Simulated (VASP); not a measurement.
A run of VASP 6.6.1 is set up as follows.

File INCAR:

```
SYSTEM = CaSe
ALGO = Normal
EDIFF = 1E-6
EDIFFG = -0.005
ENCUT = 600
GGA = PE
IBRION = 2
ISIF = 3
ISMEAR = 0
LASPH = .TRUE.
LCHARG = .FALSE.
LREAL = .FALSE.
LWAVE = .FALSE.
NELM = 80
NSW = 100
PREC = Accurate
SIGMA = 0.02
```

The input KPOINTS:

```
k-points
0
G
  8 8 8
  0 0 0
```

POSCAR

```
CaSe
1.0
    0.0000000000      2.9560000000      2.9560000000
    2.9560000000      0.0000000000      2.9560000000
    2.9560000000      2.9560000000      0.0000000000
Ca Se
1 1
Direct
    0.0000000000      0.0000000000      0.0000000000
    0.5000000000      0.5000000000      0.5000000000
```

Potentials or basis: VASP PAW PBE potentials, release 64 (Ca_sv, Se).

Launch:

```sh
$ cat potpaw_PBE.64/Ca_sv/POTCAR potpaw_PBE.64/Se/POTCAR > POTCAR
$ mpirun -np 1 vasp_std > vasp.out
```

(1) Predict the space group after relaxing (to 0.05 Å).

(2) Predict the relaxed cell.

## Answers

(1) Fm-3m (No. 225).

(2) a = 4.218 Å, b = 4.218 Å, c = 4.218 Å, α = 60.00°, β = 60.00°, γ = 60.00°.
